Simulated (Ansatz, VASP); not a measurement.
# Two plane-wave programs on K

```xyz
4
Lattice="4.6924 0.0000 0.0000 -2.3462 4.0637 0.0000 0.0000 0.0000 15.2811" Properties=species:S:1:pos:R:3 pbc="T T T"
K    -2.3462    4.0637    0.0000
K     2.3462    4.0637    7.6406
K     0.0000    2.7091    3.8203
K     2.3462    1.3546   11.4609
```

Alike in both runs: task single point; functional BLYP; k mesh 9 × 9 × 3; occupations fermi-dirac, width 0.1 eV; no spin polarisation.

|  | VASP | Ansatz |
| --- | --- | --- |
| version | VASP 6.6.1 | Ansatz 0.2.0 |
| potentials or method | VASP PAW PBE potentials, release 64 (K_sv), cutoff 520 eV | plane waves (420 eV) with PAW, scalar-relativistic |
| valence electrons in the cell | 36 | 36 |

Ansatz gave:

- pressure (GPa): 0.2

Problem. Which values does VASP return?

Solution. Pressure (GPa): 0.1.

VASP's potentials were made for PBE, not for BLYP.
